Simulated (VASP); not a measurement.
A run of VASP 6.6.1 is set up as follows.

INCAR

```
PREC = Accurate
ENCUT = 520
EDIFF = 1E-7
ISMEAR = 0
SIGMA = 0.1
LREAL = Auto
LASPH = T
NELM = 80
ALGO = Normal
ISIF = 2
LWAVE = F
LCHARG = F
LDIPOL = T
IDIPOL = 3
DIPOL = 0.5 0.5 0.306
GGA = PE
IVDW = 12
NBANDS = 58
```

Contents of KPOINTS:

```
Automatic mesh
0
Gamma
  6 4 1
```

POSCAR

```
SiC20
1.0
    4.9300510483      0.0000000000      0.0000000000
   -1.2325127621      7.0736882673      0.0000000000
    0.0000000000      0.0000000000     22.1293523549
C Si
20 1
Direct
    0.3858166895      0.5432667578      0.1807554029
    0.8858166895      0.5432667578      0.1807554029
    0.2722014076      0.0888056305      0.2267404590
    0.7722014076      0.0888056305      0.2267404590
    0.4009962183      0.6039848731      0.2420688497
    0.9009962183      0.6039848731      0.2420688497
    0.0297911243      0.1191644973      0.2573972018
    0.5297911243      0.1191644973      0.2573972018
    0.1585861258      0.6343445031      0.2727255152
    0.6585861258      0.6343445031      0.2727255152
    0.0461074868      0.1844301691      0.3199090572
    0.5461074868      0.1844301691      0.3199090572
    0.1537589873      0.6150359018      0.3368154657
    0.6537589873      0.6150359018      0.3368154657
    0.3084764848      0.2339064522      0.3480645378
    0.8084764848      0.2339064522      0.3480645378
    0.3880568074      0.5522270554      0.3629961795
    0.8880568074      0.5522270554      0.3629961795
    0.3445502047      0.3782016492      0.3944694004
    0.8445502047      0.3782016492      0.3944694004
    0.4695502047      0.3782016492      0.5481114928
```

Potentials or basis: VASP PAW PBE potentials, release 64 (C, Si).

Command:

```sh
$ cat potpaw_PBE.64/C/POTCAR potpaw_PBE.64/Si/POTCAR > POTCAR
$ mpirun -np 1 vasp_std > vasp.out
```

Problem. Predict the largest force.

Solution. 2.524 eV/Å.

Problem. Predict the band gap on the k mesh.

Solution. Zero (bands 42 and 43 overlap by 0.07 eV).

Problem. Predict the dispersion energy per atom.

Solution. -0.111 eV.

Forces in eV/Å, atoms in the order of the input:
```
C    0.000  0.337  1.395
C    0.005  0.347  1.414
C    0.030  0.528  1.754
C   -0.047  0.546  1.748
C    0.003  0.587 -2.416
C   -0.001  0.562 -2.460
C    0.005 -0.822 -1.603
C   -0.003 -0.837 -1.541
C   -0.003 -0.619  0.708
C    0.001 -0.595  0.707
C    0.052 -0.019 -0.030
C   -0.036 -0.005 -0.029
C    0.056 -0.067 -0.006
C   -0.062 -0.023 -0.009
C    0.035 -0.211 -0.052
C   -0.051 -0.053  0.059
C    0.056  0.364 -0.013
C   -0.070  0.090  0.121
C   -0.089 -0.090  0.874
C    0.144  0.002  0.200
Si  -0.024 -0.023 -0.824
```
